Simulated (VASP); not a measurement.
# Hf3N4 (I-43d) in VASP: electric field gradients with PBE

Aim: the electric field gradients of Hf3N4 with PBE.

Everything below comes from runs of VASP 6.6.1. Logs are shortened: lines on timing, memory, paths and dates and some standing lists are left out, and cuts for length are marked.

### Step 1. The cell of the first run

The structure is cubic, space group I-43d (No. 220). The conventional cell has a = 6.701 Å, b = 6.701 Å, c = 6.701 Å, α = 90.00°, β = 90.00°, γ = 90.00°. Hf (site symmetry -4) has 8 N at 2.21 to 2.44 Å within 2.9 Å. N (site symmetry 3) has 6 Hf at 2.21 to 2.44 Å and 5 N at 2.61 to 2.90 Å within 3.0 Å.

### Step 2. Electric field gradients, PBE, non-collinear spin, zero start, spin-orbit coupling

INCAR

```
SYSTEM = Hf3N4
ALGO = Normal
EDIFF = 1E-8
ENCUT = 520
GGA = PE
GGA_COMPAT = .False.
ISIF = 2
ISMEAR = -1
KPAR = 4
LASPH = .True.
LCHARG = .False.
LEFG = .True.
LMAXMIX = 4
LORBIT = 11
LORBMOM = .True.
LREAL = .False.
LSORBIT = .True.
LWAVE = .False.
MAGMOM = 0 0 0 0 0 0 0 0 0 0 0 0 0 0 0 0 0 0 0 0 0 0 0 0 0 0 0 0 0 0 0 0 0 0 0 0 0 0 0 0 0 0
NBANDS = 124
NELM = 200
PREC = Accurate
SIGMA = 0.02
```

KPOINTS

```
k-points
0
Gamma
  6 6 6
  0 0 0
```

POSCAR

```
Hf3N4
1.0
   -3.3505000000      3.3505000000      3.3505000000
    3.3505000000     -3.3505000000      3.3505000000
    3.3505000000      3.3505000000     -3.3505000000
Hf N
6 8
Direct
    0.2500000000      0.6250000000      0.3750000000
    0.3750000000      0.2500000000      0.6250000000
    0.7500000000      0.8750000000      0.1250000000
    0.1250000000      0.7500000000      0.8750000000
    0.6250000000      0.3750000000      0.2500000000
    0.8750000000      0.1250000000      0.7500000000
    0.1355620488      0.1355620488      0.1355620488
    0.8644379512      0.5000000000      0.0000000000
    0.5000000000      0.0000000000      0.3644379512
    0.0000000000      0.8644379512      0.5000000000
    0.3644379512      0.5000000000      0.0000000000
    0.6355620488      0.6355620488      0.6355620488
    0.0000000000      0.3644379512      0.5000000000
    0.5000000000      0.0000000000      0.8644379512
```

Potentials or basis: VASP PAW PBE potentials, release 64 (Hf_pv, N).

Started as:

```console
$ cat potpaw_PBE.64/Hf_pv/POTCAR potpaw_PBE.64/N/POTCAR > POTCAR
$ mpirun -np 4 vasp_ncl > vasp.out
```

OUTCAR:

```text
SYSTEM = Hf3N4
   EDIFF = 1E-8
   ENCUT = 520
   GGA = PE
   ISIF = 2
   ISMEAR = -1
   LASPH = .True.
   LORBIT = 11
   LREAL = .False.
   LSORBIT = .True.
   NELM = 200
   PREC = Accurate

 ion  position               nearest neighbor table
   1  0.250  0.625  0.375-   8 2.21   9 2.21  12 2.21  13 2.21  14 2.44   7 2.44  10 2.44  11 2.44
                             5 3.13   2 3.13   4 3.13   5 3.13   4 3.13   6 3.13   2 3.13   6 3.13
   2  0.375  0.250  0.625-   9 2.21  10 2.21  11 2.21  12 2.21   7 2.44   8 2.44  13 2.44  14 2.44
                             5 3.13   6 3.13   3 3.13   5 3.13   1 3.13   1 3.13   6 3.13   3 3.13
   3  0.750  0.875  0.125-   7 2.21  10 2.21  11 2.21  14 2.21  12 2.44  13 2.44   8 2.44   9 2.44
                             5 3.13   6 3.13   2 3.13   6 3.13   4 3.13   5 3.13   2 3.13   4 3.13
   4  0.125  0.750  0.875-   7 2.21   8 2.21  13 2.21  14 2.21   9 2.44  12 2.44  10 2.44  11 2.44
                             6 3.13   1 3.13   3 3.13   6 3.13   1 3.13   3 3.13   5 3.13   5 3.13
   5  0.625  0.375  0.250-  13 2.21  12 2.21  11 2.21  14 2.21  10 2.44   9 2.44   7 2.44   8 2.44
                             1 3.13   4 3.13   1 3.13   2 3.13   3 3.13   2 3.13   3 3.13   4 3.13
   6  0.875  0.125  0.750-   8 2.21   7 2.21   9 2.21  10 2.21  11 2.44  12 2.44  13 2.44  14 2.44
                             4 3.13   1 3.13   2 3.13   3 3.13   4 3.13   3 3.13   2 3.13   1 3.13
   7  0.136  0.136  0.136-   3 2.21   4 2.21   6 2.21   2 2.44   5 2.44   1 2.44
   8  0.864  0.500  0.000-   6 2.21   4 2.21   1 2.21   2 2.44   3 2.44   5 2.44
   9  0.500  0.000  0.364-   1 2.21   2 2.21   6 2.21   4 2.44   5 2.44   3 2.44
  10  0.000  0.864  0.500-   2 2.21   3 2.21   6 2.21   5 2.44   1 2.44   4 2.44
  11  0.364  0.500  0.000-   2 2.21   3 2.21   5 2.21   6 2.44   1 2.44   4 2.44
  12  0.636  0.636  0.636-   1 2.21   2 2.21   5 2.21   3 2.44   4 2.44   6 2.44
  13  0.000  0.364  0.500-   5 2.21   4 2.21   1 2.21   2 2.44   3 2.44   6 2.44
  14  0.500  0.000  0.864-   3 2.21   4 2.21   5 2.21   1 2.44   2 2.44   6 2.44

  LATTYP: Found a body centered cubic cell.
 ALAT       =     6.7010000000

  Lattice vectors:

 A1 = (  -3.3505000000,   3.3505000000,   3.3505000000)
 A2 = (   3.3505000000,  -3.3505000000,   3.3505000000)
 A3 = (   3.3505000000,   3.3505000000,  -3.3505000000)

Analysis of symmetry for initial positions (statically):
=====================================================================
 Subroutine PRICEL returns:
 Original cell was already a primitive cell.

 Routine SETGRP: Setting up the symmetry group for a
 body centered cubic supercell.

 Subroutine GETGRP returns: Found 24 space group operations
 (whereof  3 operations were pure point group operations)
 out of a pool of 48 trial point group operations.

The static configuration has the point symmetry C_3 .
 The point group associated with its full space group is T_d .

Analysis of symmetry for dynamics (positions and initial velocities):
=====================================================================
 Subroutine PRICEL returns:
 Original cell was already a primitive cell.

 Routine SETGRP: Setting up the symmetry group for a
 body centered cubic supercell.

 Subroutine GETGRP returns: Found 24 space group operations
 (whereof  3 operations were pure point group operations)
 out of a pool of 48 trial point group operations.

The dynamic configuration has the point symmetry C_3 .
 The point group associated with its full space group is T_d .

Analysis of structural, dynamic, and magnetic symmetry:
=====================================================================
 Subroutine PRICEL returns:
 Original cell was already a primitive cell.

 Routine SETGRP: Setting up the symmetry group for a
 body centered cubic supercell.

 Subroutine GETGRP returns: Found 24 space group operations
 (whereof  3 operations were pure point group operations)
 out of a pool of 48 trial point group operations.

The overall configuration has the point symmetry C_3 .
 The point group associated with its full space group is T_d .

 Subroutine INISYM returns: Found 24 space group operations
 (whereof  3 operations are pure point group operations),
 and found     1 'primitive' translations

----------------------------------------------------------------------------------------

                                     Primitive cell

  volume of cell :     150.4488

  direct lattice vectors                    reciprocal lattice vectors
    -3.350500000  3.350500000  3.350500000     0.000000000  0.149231458  0.149231458
     3.350500000 -3.350500000  3.350500000     0.149231458  0.000000000  0.149231458
     3.350500000  3.350500000 -3.350500000     0.149231458  0.149231458  0.000000000

  length of vectors
     5.803236231  5.803236231  5.803236231     0.211045152  0.211045152  0.211045152

  position of ions in fractional coordinates (direct lattice)
     0.250000000  0.625000000  0.375000000
     0.375000000  0.250000000  0.625000000
     0.750000000  0.875000000  0.125000000
     0.125000000  0.750000000  0.875000000
     0.625000000  0.375000000  0.250000000
     0.875000000  0.125000000  0.750000000
     0.135562049  0.135562049  0.135562049
     0.864437951  0.500000000  0.000000000
     0.500000000  0.000000000  0.364437951
     0.000000000  0.864437951  0.500000000
     0.364437951  0.500000000  0.000000000
[... 2764 lines left out ...]

 Cq : quadrupolar parameter    Cq=e*Q*V_zz/h
 eta: asymmetry parameters     (V_yy - V_xx)/ V_zz
 Q  : nuclear electric quadrupole moment in mb (millibarn)
----------------------------------------------------------------------
 ion       Cq(MHz)       eta       Q (mb)
----------------------------------------------------------------------
   1       0.532       0.000       1.000
   2       0.532       0.000       1.000
   3       0.532       0.000       1.000
   4       0.532       0.000       1.000
   5       0.532       0.000       1.000
   6       0.532       0.000       1.000
   7       0.018       0.000       1.000
   8       0.018       0.000       1.000
   9       0.018       0.000       1.000
  10       0.018       0.000       1.000
  11       0.018       0.000       1.000
  12       0.018       0.000       1.000
  13       0.018       0.000       1.000
  14       0.018       0.000       1.000
----------------------------------------------------------------------

 orbital moment (x)

 # of ion     p       d       tot
 ----------------------------------------
  1         0.000   0.000   0.000
  2         0.000   0.000   0.000
  3        -0.000  -0.000  -0.000
  4        -0.000   0.000  -0.000
  5        -0.000  -0.000  -0.000
  6        -0.000  -0.000  -0.000
  7         0.000   0.000   0.000
  8        -0.000   0.000  -0.000
  9        -0.000   0.000  -0.000
 10         0.000   0.000   0.000
 11         0.000   0.000   0.000
 12        -0.000   0.000  -0.000
 13        -0.000   0.000  -0.000
 14         0.000   0.000   0.000
 ----------------------------------------
           -0.000  -0.000  -0.000

 orbital moment (y)

 # of ion     p       d       tot
 ----------------------------------------
  1         0.000  -0.000   0.000
  2         0.000   0.000   0.000
  3        -0.000  -0.000  -0.000
  4        -0.000  -0.000  -0.000
  5         0.000   0.000   0.000
  6         0.000  -0.000   0.000
  7         0.000   0.000   0.000
  8         0.000   0.000   0.000
  9        -0.000   0.000  -0.000
 10        -0.000   0.000  -0.000
 11        -0.000   0.000  -0.000
 12        -0.000   0.000  -0.000
 13         0.000   0.000   0.000
 14         0.000   0.000   0.000
 ----------------------------------------
            0.000  -0.000   0.000

 orbital moment (z)

 # of ion     p       d       tot
 ----------------------------------------
  1         0.000   0.000   0.000
  2         0.000   0.000   0.000
  3         0.000   0.000   0.000
  4         0.000   0.000   0.000
  5         0.000   0.000   0.000
  6        -0.000  -0.000  -0.000
  7         0.000   0.000   0.000
  8         0.000   0.000   0.000
  9         0.000   0.000   0.000
 10         0.000   0.000   0.000
 11        -0.000   0.000  -0.000
 12        -0.000   0.000  -0.000
 13        -0.000   0.000  -0.000
 14        -0.000   0.000  -0.000
 ----------------------------------------
           -0.000   0.000  -0.000

 Spin-Orbit-Coupling matrix elements

 Ion:    1  E_soc:     -1.2683592
 l=   1
     0.0000000    -0.2051528    -0.2068332
    -0.2051528     0.0000000    -0.2068332
    -0.2068332    -0.2068332     0.0000000
 l=   2
     0.0000000    -0.0009994     0.0000000    -0.0009389    -0.0040080
    -0.0009994     0.0000000    -0.0033050    -0.0009994    -0.0011017
     0.0000000    -0.0033050     0.0000000    -0.0030235     0.0000000
    -0.0009389    -0.0009994    -0.0030235     0.0000000    -0.0009845
    -0.0040080    -0.0011017     0.0000000    -0.0009845     0.0000000
 l=   3
     0.0000000     0.0000000     0.0000000     0.0000000     0.0000000     0.0000000     0.0000000
     0.0000000     0.0000000     0.0000000     0.0000000     0.0000000     0.0000000     0.0000000
     0.0000000     0.0000000     0.0000000     0.0000000     0.0000000     0.0000000     0.0000000
     0.0000000     0.0000000     0.0000000     0.0000000     0.0000000     0.0000000     0.0000000
[... 249 lines left out ...]
 l=   2
     0.0000000     0.0000000     0.0000000     0.0000000     0.0000000
     0.0000000     0.0000000     0.0000000     0.0000000     0.0000000
     0.0000000     0.0000000     0.0000000     0.0000000     0.0000000
     0.0000000     0.0000000     0.0000000     0.0000000     0.0000000
     0.0000000     0.0000000     0.0000000     0.0000000     0.0000000
 l=   3
     0.0000000     0.0000000     0.0000000     0.0000000     0.0000000     0.0000000     0.0000000
     0.0000000     0.0000000     0.0000000     0.0000000     0.0000000     0.0000000     0.0000000
     0.0000000     0.0000000     0.0000000     0.0000000     0.0000000     0.0000000     0.0000000
     0.0000000     0.0000000     0.0000000     0.0000000     0.0000000     0.0000000     0.0000000
     0.0000000     0.0000000     0.0000000     0.0000000     0.0000000     0.0000000     0.0000000
     0.0000000     0.0000000     0.0000000     0.0000000     0.0000000     0.0000000     0.0000000
     0.0000000     0.0000000     0.0000000     0.0000000     0.0000000     0.0000000     0.0000000

 total charge

# of ion       s       p       d       tot
------------------------------------------
    1        0.308   6.659   1.602   8.570
    2        0.308   6.659   1.602   8.570
    3        0.308   6.659   1.602   8.570
    4        0.308   6.659   1.602   8.570
    5        0.308   6.659   1.602   8.570
    6        0.308   6.659   1.602   8.570
    7        1.245   2.496   0.000   3.741
    8        1.245   2.496   0.000   3.741
    9        1.245   2.496   0.000   3.741
   10        1.245   2.496   0.000   3.741
   11        1.245   2.496   0.000   3.741
   12        1.245   2.496   0.000   3.741
   13        1.245   2.496   0.000   3.741
   14        1.245   2.496   0.000   3.741
--------------------------------------------------
tot         11.809  59.925   9.614  81.347

 magnetization (x)

# of ion       s       p       d       tot
------------------------------------------
    1       -0.000  -0.000  -0.000  -0.000
    2       -0.000   0.000   0.000   0.000
    3        0.000   0.000   0.000   0.000
    4       -0.000  -0.000   0.000  -0.000
    5        0.000   0.000  -0.000  -0.000
    6       -0.000   0.000  -0.000   0.000
    7        0.000  -0.000   0.000  -0.000
    8       -0.000   0.000   0.000   0.000
    9       -0.000   0.000   0.000   0.000
   10        0.000  -0.000   0.000  -0.000
   11        0.000  -0.000   0.000  -0.000
   12       -0.000   0.000   0.000   0.000
   13       -0.000   0.000   0.000   0.000
   14        0.000  -0.000   0.000  -0.000
--------------------------------------------------
tot         -0.000   0.000  -0.000   0.000

 magnetization (y)

# of ion       s       p       d       tot
------------------------------------------
    1       -0.000  -0.000   0.000   0.000
    2       -0.000  -0.000  -0.000  -0.000
    3        0.000  -0.000  -0.000  -0.000
    4        0.000   0.000   0.000   0.000
    5       -0.000  -0.000   0.000  -0.000
    6       -0.000   0.000  -0.000   0.000
    7        0.000  -0.000   0.000  -0.000
    8        0.000  -0.000   0.000  -0.000
    9       -0.000   0.000   0.000   0.000
   10       -0.000   0.000   0.000   0.000
   11       -0.000   0.000   0.000   0.000
   12       -0.000   0.000   0.000   0.000
   13        0.000  -0.000   0.000  -0.000
   14        0.000  -0.000   0.000  -0.000
--------------------------------------------------
tot         -0.000  -0.000  -0.000  -0.000

 magnetization (z)

# of ion       s       p       d       tot
------------------------------------------
    1       -0.000  -0.000   0.000   0.000
    2       -0.000  -0.000   0.000  -0.000
    3       -0.000   0.000   0.000   0.000
    4        0.000  -0.000  -0.000  -0.000
    5       -0.000  -0.000  -0.000  -0.000
    6        0.000   0.000   0.000   0.000
    7        0.000  -0.000   0.000  -0.000
    8        0.000  -0.000   0.000  -0.000
    9        0.000  -0.000   0.000  -0.000
   10        0.000  -0.000   0.000  -0.000
   11       -0.000   0.000   0.000   0.000
   12       -0.000   0.000   0.000   0.000
   13       -0.000   0.000   0.000   0.000
   14       -0.000   0.000   0.000   0.000
--------------------------------------------------
tot         -0.000  -0.000   0.000   0.000
```

Wall time 14 min (4 MPI ranks of AMD EPYC 7R43 (Zen 3), shared host); peak memory 1.2 GiB.

Results:

```yaml
Free_energy: -152.4589 eV
Pressure: 0.7 GPa
Largest_force: 0.036 eV/Å
Net_moment: 0.00 μB per cell
Largest_electric_field_gradient_by_atom: Hf +220.0; N +7.6 V/Å²
Valence_electrons_inside_the_program's_atomic_spheres: Hf 8.57; N 3.74
```

Forces in eV/Å, atoms in the order of the input:
```
Hf   0.000  0.000  0.000
Hf   0.000  0.000  0.000
Hf   0.000  0.000  0.000
Hf   0.000  0.000  0.000
Hf   0.000  0.000  0.000
Hf   0.000  0.000  0.000
N   -0.021 -0.021 -0.021
N   -0.021  0.021  0.021
N    0.021  0.021 -0.021
N    0.021 -0.021  0.021
N   -0.021  0.021  0.021
N   -0.021 -0.021 -0.021
N    0.021 -0.021  0.021
N    0.021  0.021 -0.021
```

Moments on the atoms (μB; x, y, z):
```
Hf  0.00 0.00 0.00
Hf  0.00 0.00 0.00
Hf  0.00 0.00 0.00
Hf  0.00 0.00 0.00
Hf  0.00 0.00 0.00
Hf  0.00 0.00 0.00
N   0.00 0.00 0.00
N   0.00 0.00 0.00
N   0.00 0.00 0.00
N   0.00 0.00 0.00
N   0.00 0.00 0.00
N   0.00 0.00 0.00
N   0.00 0.00 0.00
N   0.00 0.00 0.00
```

Electric field gradients, principal values (V/Å²):
```
atom     least    middle  greatest (by size)
1 Hf  -110.021  -110.021             220.042
2 Hf  -110.021  -110.021             220.042
3 Hf  -110.021  -110.021             220.042
4 Hf  -110.021  -110.021             220.042
5 Hf  -110.021  -110.021             220.042
6 Hf  -110.021  -110.021             220.042
 7 N    -3.804    -3.804               7.607
 8 N    -3.800    -3.804               7.604
 9 N    -3.800    -3.804               7.604
10 N    -3.800    -3.804               7.604
11 N    -3.800    -3.804               7.604
12 N    -3.804    -3.804               7.607
13 N    -3.800    -3.804               7.604
14 N    -3.800    -3.804               7.604
```

Caveat: without QUAD_EFG the Cq values of the log hold for a quadrupole moment of 1 mb, not for the nuclei.
